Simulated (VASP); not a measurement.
A run of VASP 6.6.1 is set up as follows.

The input INCAR:

```
SYSTEM = SiC2
PREC = Accurate
ENCUT = 600
EDIFF = 1E-7
ISMEAR = 0
SIGMA = 0.1
LREAL = .FALSE.
LASPH = .TRUE.
NELM = 80
ALGO = Normal
ISIF = 3
LWAVE = .FALSE.
LCHARG = .FALSE.
GGA = PE
IBRION = 2
NSW = 100
EDIFFG = -0.01
```

KPOINTS

```
regular mesh
0
G
  18 18 6
  0 0 0
```

The input POSCAR:

```
SiC2
1.0
    2.8443649287      0.0000000000      0.0000000000
   -1.4221824644      2.4632922859      0.0000000000
    0.0000000000      0.0000000000      7.6301800970
Si C
2 4
Direct
    0.3333333333      0.6666666667      0.3493168699
    0.6666666667      0.3333333333      0.6506831301
    0.3333333333      0.6666666667      0.7661553050
    0.3333333333      0.6666666667      0.9619863810
    0.6666666667      0.3333333333      0.0380136190
    0.6666666667      0.3333333333      0.2338446950
```

Potentials or basis: VASP PAW PBE potentials, release 64 (Si, C).

Launch:

```bash
$ cat potpaw_PBE.64/Si/POTCAR potpaw_PBE.64/C/POTCAR > POTCAR
$ mpirun -np 1 vasp_std > vasp.out
```

(1) Estimate the relaxed cell.

(2) Predict the relaxed volume.

Results:

(1) a = 2.839 Å, b = 2.839 Å, c = 7.628 Å, α = 90.00°, β = 90.00°, γ = 120.00°.

(2) 8.87 Å³/atom.
